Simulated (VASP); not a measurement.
# LiCl (P1) in VASP: a series of runs

LiCl is run at these levels: PBE; tasks: single point.

Program: VASP 6.6.1. These are calculated values, not measurements. Logs are shortened: lines on timing, memory, paths and dates and some standing lists are left out, and cuts for length are marked.

## Step 1: The cell of the first run

The typed cell holds 16 atoms: a = 7.533 Å, b = 7.533 Å, c = 7.533 Å, α = 60.00°, β = 60.00°, γ = 60.00°.

## Step 2: Single point, PBE

File INCAR:

```
SYSTEM = LiCl
PREC = Accurate ; ENCUT = 520
EDIFF = 1E-7 ; ISMEAR = -1
SIGMA = 0.16 ; LREAL = Auto
LASPH = .True. ; NELM = 60
ALGO = Normal ; ISIF = 2
LWAVE = .False. ; LCHARG = .False.
GGA = PE ; NBANDS = 54
```

File KPOINTS:

```
Automatic mesh
0
Gamma
  2 2 2
  0 0 0
```

File POSCAR:

```
LiCl
1.0
    0.0000000000      5.3267100000      5.3267100000
    5.3267100000      0.0000000000      5.3267100000
    5.3267100000      5.3267100000      0.0000000000
Li Cl
8 8
Direct
    0.0890981488     -0.0221712840     -0.0100061764
    0.0305817287     -0.0441360615      0.4822301195
    0.0313045013      0.4929590685      0.0588261798
   -0.0326655666      0.4863790219      0.6225230959
    0.4977368770     -0.0321586871     -0.0135355595
    0.5204807470      0.0053222346      0.3881852025
    0.4933063749      0.4932312816     -0.1397110036
    0.5446044557      0.4194239972      0.4527090831
    0.3014712646      0.2430111645      0.1947637472
    0.2808487791      0.1899108455      0.7787921625
    0.2931734598      0.6971000862      0.3018842775
    0.2285650993      0.7677159072      0.7999309142
    0.8332347734      0.2049482701      0.2187466560
    0.7927501216      0.2554954184      0.7465302222
    0.8077312262      0.7771494975      0.1870666884
    0.7260766965      0.7776469904      0.7763891783
```

Potentials or basis: VASP PAW PBE potentials, release 64 (Li_sv, Cl).

Started as:

```console
$ cat potpaw_PBE.64/Li_sv/POTCAR potpaw_PBE.64/Cl/POTCAR > POTCAR
$ mpirun -np 1 vasp_std > vasp.out
```

OUTCAR:

```text
SYSTEM = LiCl
   PREC = Accurate
   ENCUT = 520
   EDIFF = 1E-7
   ISMEAR = -1
   LREAL = Auto
   LASPH = .True.
   NELM = 60
   ISIF = 2
   GGA = PE

 ion  position               nearest neighbor table
   1  0.089  0.978  0.990-  10 2.15  12 2.18  13 2.44  15 2.61
   2  0.031  0.956  0.482-  11 2.38  13 2.47
   3  0.031  0.493  0.059-   9 2.25  15 2.28  12 2.54
   4  0.967  0.486  0.623-  14 2.25  16 2.43  10 2.61
   5  0.498  0.968  0.986-  16 2.14  10 2.26   9 2.61  11 2.61
   6  0.520  0.005  0.388-   9 2.21  15 2.35
   7  0.493  0.493  0.860-  12 2.07  14 2.14   9 2.51
   8  0.545  0.419  0.453-  11 2.25  13 2.44
   9  0.301  0.243  0.195-   6 2.21   3 2.25   7 2.51   5 2.61
  10  0.281  0.190  0.779-   1 2.15   5 2.26   4 2.61
  11  0.293  0.697  0.302-   8 2.25   2 2.38   5 2.61
  12  0.229  0.768  0.800-   7 2.07   1 2.18   3 2.54
  13  0.833  0.205  0.219-   1 2.44   8 2.44   2 2.47
  14  0.793  0.255  0.747-   7 2.14   4 2.25
  15  0.808  0.777  0.187-   3 2.28   6 2.35   1 2.61
  16  0.726  0.778  0.776-   5 2.14   4 2.43

  LATTYP: Found a face centered cubic cell.
 ALAT       =    10.6534200000

  Lattice vectors:

 A1 = (   0.0000000000,   5.3267100000,   5.3267100000)
 A2 = (   5.3267100000,   0.0000000000,   5.3267100000)
 A3 = (   5.3267100000,   5.3267100000,   0.0000000000)

Analysis of symmetry for initial positions (statically):
=====================================================================
 Subroutine PRICEL returns:
 Original cell was already a primitive cell.

 Routine SETGRP: Setting up the symmetry group for a
 face centered cubic supercell.

 Subroutine GETGRP returns: Found  1 space group operations
 (whereof  1 operations were pure point group operations)
 out of a pool of 48 trial point group operations.

The static configuration has the point symmetry C_1 .

Analysis of symmetry for dynamics (positions and initial velocities):
=====================================================================
 Subroutine PRICEL returns:
 Original cell was already a primitive cell.

 Routine SETGRP: Setting up the symmetry group for a
 face centered cubic supercell.

 Subroutine GETGRP returns: Found  1 space group operations
 (whereof  1 operations were pure point group operations)
 out of a pool of 48 trial point group operations.

The dynamic configuration has the point symmetry C_1 .

 Subroutine INISYM returns: Found  1 space group operations
 (whereof  1 operations are pure point group operations),
 and found     1 'primitive' translations

----------------------------------------------------------------------------------------

                                     Primitive cell

  volume of cell :     302.2784

  direct lattice vectors                    reciprocal lattice vectors
     0.000000000  5.326710000  5.326710000    -0.093866571  0.093866571  0.093866571
     5.326710000  0.000000000  5.326710000     0.093866571 -0.093866571  0.093866571
     5.326710000  5.326710000  0.000000000     0.093866571  0.093866571 -0.093866571

  length of vectors
     7.533105525  7.533105525  7.533105525     0.162581669  0.162581669  0.162581669

  position of ions in fractional coordinates (direct lattice)
     0.089098149  0.977828716  0.989993824
     0.030581729  0.955863939  0.482230120
     0.031304501  0.492959068  0.058826180
     0.967334433  0.486379022  0.622523096
     0.497736877  0.967841313  0.986464441
     0.520480747  0.005322235  0.388185202
[... 8 lines left out ...]
     0.807731226  0.777149497  0.187066688
     0.726076697  0.777646990  0.776389178

  ion indices of the primitive-cell ions
   primitive index   ion index
                 1           1
                 2           2
                 3           3
                 4           4
                 5           5
                 6           6
[... 8 lines left out ...]
                15          15
                16          16

----------------------------------------------------------------------------------------

 KPOINTS: Automatic mesh

Automatic generation of k-mesh.
 Grid dimensions read from file:
 generate k-points for:    2    2    2

 Generating k-lattice:

  Cartesian coordinates                     Fractional coordinates (reciprocal lattice)
    -0.046933285  0.046933285  0.046933285     0.500000000  0.000000000  0.000000000
     0.046933285 -0.046933285  0.046933285     0.000000000  0.500000000  0.000000000
     0.046933285  0.046933285 -0.046933285     0.000000000  0.000000000  0.500000000

  Length of vectors
     0.081290835  0.081290835  0.081290835

  Shift w.r.t. Gamma in fractional coordinates (k-lattice)
     0.000000000  0.000000000  0.000000000

 Subroutine IBZKPT returns following result:
 ===========================================

 Found      8 irreducible k-points:

 Following reciprocal coordinates:
            Coordinates               Weight
  0.000000  0.000000  0.000000      1.000000
  0.500000  0.000000  0.000000      1.000000
  0.000000  0.500000  0.000000      1.000000
  0.000000  0.000000  0.500000      1.000000
  0.500000  0.500000  0.500000      1.000000
  0.500000  0.500000  0.000000      1.000000
  0.000000  0.500000  0.500000      1.000000
  0.500000  0.000000  0.500000      1.000000
   k-points           NKPTS =      8   k-points in BZ     NKDIM =      8   number of bands    NBANDS=     54
   number of dos      NEDOS =    301   number of ions     NIONS =     16
   total plane-waves  NPLWV = 175616
   dimension x,y,z NGX =    56 NGY =   56 NGZ =   56
   dimension x,y,z NGXF=   112 NGYF=  112 NGZF=  112
   ions per type =               8   8
   NGX,Y,Z   is equivalent  to a cutoff of  12.36, 12.36, 12.36 a.u.
   NGXF,Y,Z  is equivalent  to a cutoff of  24.72, 24.72, 24.72 a.u.
 SYSTEM =  LiCl
   PREC   = accura    normal or accurate (medium, high low for compatibility)
   ISTART =      0    job   : 0-new  1-cont  2-samecut
   ICHARG =      2    charge: 1-file 2-atom 10-const
   ISPIN  =      1    spin polarized calculation?
   LNONCOLLINEAR =      F non collinear calculations
   LSORBIT =      F    spin-orbit coupling
   LASPH  =      T    aspherical Exc in radial PAW
   ENCUT  =  520.0 eV  38.22 Ry    6.18 a.u.  14.01 14.01 14.01*2*pi/ulx,y,z
   NELM   =     60;   NELMIN=  2; NELMDL= -5     # of ELM steps
   EDIFF  = 0.1E-06   stopping-criterion for ELM
   LREAL  =      T    real-space projection
   EDIFFG = 0.1E-05   stopping-criterion for IOM
   NSW    =      0    number of steps for IOM
   IBRION =     -1    ionic relax: 0-MD 1-quasi-New 2-CG
   NFREE  =      0    steps in history (QN), initial steepest desc. (CG)
   ISIF   =      2    stress and relaxation
   ISYM   =      2    0-nonsym 1-usesym 2-fastsym
   POTIM  = 0.5000    time-step for ionic-motion
   TEBEG  =    0.0;   TEEND  =   0.0 temperature during run
   PSTRESS=    0.0 pullay stress
   NELECT =      80.0000    total number of electrons
   NUPDOWN=      -1.0000    fix difference up-down
   EMIN   =  10.00;   EMAX   =-10.00  energy-range for DOS
   EFERMI =   0.00;   METHOD = LEGACY
   ISMEAR =    -1;   SIGMA  =   0.16  broadening in eV -4-tet -1-fermi 0-gaus
   EFERMI_NEDOS =   21; number of points for ismear=-14 and -15
   IALGO  =     38    algorithm
   IMIX   =      4    mixing-type and parameters
     AMIX     =   0.40;   BMIX     =  1.00
     AMIX_MAG =   1.60;   BMIX_MAG =  1.00
  volume/ion in A,a.u.               =      18.89       127.49
  Fermi-wavevector in a.u.,A,eV,Ry     =   1.051080  1.986253 15.031297  1.104769
  Thomas-Fermi vector in A             =   2.186109
   LORBIT       =      0    0 simple, 1 ext, 2 COOP (PROOUT), +10 PAW based schemes
   GGA     = PE    functional components
   LHFCALC =     F    Hartree Fock is set to
   AEXX    =    0.0000 exact exchange contribution
   IVDW    =     0    specifies the selected vdW correction
   LEPSILON=     F    determine dielectric tensor
   LRPA    =     F    only Hartree local field effects (RPA)
 non-spin polarized calculation
  energy-cutoff  :      520.00
  volume of cell :      302.28
 maximum number of plane-waves:      8144
   NGX = 29   NGY = 29   NGZ = 29

 number of electron      80.0000009 magnetization

 Free energy of the ion-electron system (eV)
  ---------------------------------------------------
  ext. energy  EPLUGINS =         0.00000000
  ---------------------------------------------------
  free energy    TOTEN  =       -56.77280225 eV

  energy without entropy =      -56.77280188  energy(sigma->0) =      -56.77280206

 E-fermi :   2.8689     XC(G=0):  -8.1323

 val. band max:        0.1034249933   @ k =   0.5000   0.0000   0.0000
 cond. band min:       5.3010957524   @ k =   0.0000   0.0000   0.0000
 fundamental gap:      5.1976707591
 Fermi energy:         2.8689452695

 k-point     1 :       0.0000    0.0000    0.0000
  band No.  band energies     occupation
      1     -44.2677      2.00000
      2     -44.0599      2.00000
      3     -44.0271      2.00000
      4     -43.9951      2.00000
      5     -43.6725      2.00000
      6     -43.4857      2.00000
[... 44 lines left out ...]
     51       8.3044      0.00000
     52       9.1078      0.00000

 k-point     2 :       0.5000    0.0000    0.0000
  band No.  band energies     occupation
      1     -44.2677      2.00000
      2     -44.0599      2.00000
      3     -44.0271      2.00000
      4     -43.9951      2.00000
      5     -43.6725      2.00000
      6     -43.4857      2.00000
[... 44 lines left out ...]
     51       8.6559      0.00000
     52       8.9469      0.00000

 k-point     3 :       0.0000    0.5000    0.0000
  band No.  band energies     occupation
      1     -44.2677      2.00000
      2     -44.0599      2.00000
      3     -44.0271      2.00000
      4     -43.9951      2.00000
      5     -43.6725      2.00000
      6     -43.4857      2.00000
[... 44 lines left out ...]
     51       8.6844      0.00000
     52       8.9171      0.00000

 k-point     4 :       0.0000    0.0000    0.5000
  band No.  band energies     occupation
      1     -44.2677      2.00000
      2     -44.0599      2.00000
      3     -44.0271      2.00000
      4     -43.9951      2.00000
      5     -43.6725      2.00000
      6     -43.4857      2.00000
[... 44 lines left out ...]
     51       8.6206      0.00000
     52       8.8824      0.00000

 k-point     5 :       0.5000    0.5000    0.5000
  band No.  band energies     occupation
      1     -44.2677      2.00000
      2     -44.0599      2.00000
      3     -44.0271      2.00000
      4     -43.9951      2.00000
      5     -43.6725      2.00000
      6     -43.4857      2.00000
[... 44 lines left out ...]
     51       8.5533      0.00000
     52       9.0169      0.00000

 k-point     6 :       0.5000    0.5000    0.0000
  band No.  band energies     occupation
      1     -44.2677      2.00000
      2     -44.0599      2.00000
      3     -44.0271      2.00000
      4     -43.9951      2.00000
      5     -43.6725      2.00000
      6     -43.4857      2.00000
[... 44 lines left out ...]
     51       8.7753      0.00000
     52       8.9611      0.00000

 k-point     7 :       0.0000    0.5000    0.5000
  band No.  band energies     occupation
      1     -44.2677      2.00000
      2     -44.0599      2.00000
      3     -44.0271      2.00000
      4     -43.9951      2.00000
      5     -43.6725      2.00000
      6     -43.4857      2.00000
[... 44 lines left out ...]
     51       8.8892      0.00000
     52       8.9941      0.00000

 k-point     8 :       0.5000    0.0000    0.5000
  band No.  band energies     occupation
      1     -44.2677      2.00000
      2     -44.0599      2.00000
      3     -44.0271      2.00000
      4     -43.9951      2.00000
      5     -43.6725      2.00000
      6     -43.4857      2.00000
[... 44 lines left out ...]
     51       8.7513      0.00000
     52       8.9015      0.00000
 [bands above 52 left out]

------------------------ aborting loop because EDIFF is reached ----------------------------------------

  FORCE on cell =-STRESS in cart. coord.  units (eV):
  Direction    XX          YY          ZZ          XY          YZ          ZX
  --------------------------------------------------------------------------------------
  -------------------------------------------------------------------------------------
  Total        6.2999510      3.7509167      1.3033138     -1.6387176      0.8568818     -0.4822973
  in kB       33.3918590     19.8811200      6.9080015     -8.6857542      4.5417619     -2.5563379
  external PRESSURE =      20.0603268 kB  Pullay stress =       0.0000000 kB

 VOLUME and BASIS-vectors are now :
 -----------------------------------------------------------------------------
  energy-cutoff  :      520.00
  volume of cell :      302.28
      direct lattice vectors                 reciprocal lattice vectors
     0.000000000  5.326710000  5.326710000    -0.093866571  0.093866571  0.093866571
     5.326710000  0.000000000  5.326710000     0.093866571 -0.093866571  0.093866571
     5.326710000  5.326710000  0.000000000     0.093866571  0.093866571 -0.093866571

 POSITION                                       TOTAL-FORCE (eV/Angst)
 -----------------------------------------------------------------------------------
     10.48202      5.74801      5.68321         0.541295     -0.048874     -0.855791
      7.66031      2.73160      5.25451         0.222376     -0.014686     -0.130039
      2.93920      0.48010      2.79260        -0.051594     -0.429675     -0.152297
      5.90680      8.46871      7.74351         0.030855      0.087006      0.362817
     10.41002      7.90591      7.80671         0.635160      0.520934     -0.000888
      2.09610      4.84020      2.80080         0.000680      0.604656      0.125161
[... 8 lines left out ...]
      5.13610      5.29900      8.44220         0.778347      0.218180     -0.894069
      8.27790      8.00320      8.00990        -1.572151      0.209252      0.248781
 -----------------------------------------------------------------------------------
    total drift:                                0.003494      0.005555      0.000026

  FREE ENERGIE OF THE ION-ELECTRON SYSTEM (eV)
  ---------------------------------------------------
  free  energy   TOTEN  =       -56.7728022457 eV

  energy  without entropy=      -56.7728018758  energy(sigma->0) =      -56.77280206
```

Run time: 4.5 min. Hardware: 1 thread of Oxide Virtual Turin-like, shared host; peak memory 0.39 GiB.

What came out:

* Free energy: -56.7728 eV
* Largest force: 1.652 eV/Å
* Band gap on the k mesh: 5.20 eV (least direct gap 5.23 eV)

Forces in eV/Å, atoms in the order of the input:
```
Li   0.541 -0.049 -0.856
Li   0.222 -0.015 -0.130
Li  -0.052 -0.430 -0.152
Li   0.031  0.087  0.363
Li   0.635  0.521 -0.001
Li   0.001  0.605  0.125
Li   0.266  0.906 -0.129
Li  -0.264  0.259 -0.044
Cl   0.056  0.197 -0.114
Cl   0.161 -0.848  1.409
Cl   0.235 -0.251 -0.067
Cl  -1.103 -1.075  0.305
Cl   0.790  0.167 -0.140
Cl  -0.726 -0.502  0.076
Cl   0.778  0.218 -0.894
Cl  -1.572  0.209  0.249
```

Levels at points of the mesh, in eV from the valence-band top:
```
           k point  band 37  band 38  band 39  band 40  band 41  band 42  band 43  band 44
(0.00, 0.00, 0.00)    -0.45    -0.33    -0.07    -0.03     5.20     6.07     6.31     6.42
(0.50, 0.00, 0.00)    -0.50    -0.31    -0.30     0.00     6.02     6.32     6.77     7.13
(0.00, 0.50, 0.00)    -0.55    -0.40    -0.17    -0.12     5.99     6.25     6.77     7.15
(0.00, 0.00, 0.50)    -0.58    -0.44    -0.38    -0.11     6.05     6.55     6.84     7.07
(0.50, 0.50, 0.50)    -0.46    -0.42    -0.25    -0.05     6.05     6.24     6.85     7.05
(0.50, 0.50, 0.00)    -0.55    -0.47    -0.36    -0.08     6.56     6.87     7.16     7.30
(0.00, 0.50, 0.50)    -0.53    -0.41    -0.23    -0.13     6.45     6.98     7.16     7.23
(0.50, 0.00, 0.50)    -0.57    -0.46    -0.34    -0.13     6.38     6.86     7.00     7.17
```

Caveat: the k points lie up to 0.51 Å⁻¹ apart; the cutoff is under 1.25 times the usual one of these potentials, so pressure, stress and relaxed cells hold a basis-set (Pulay) error; forces of over 1 eV/Å act on the atoms, so gaps and moduli don't describe the material at rest.

(Continued in part 2 of 2.)
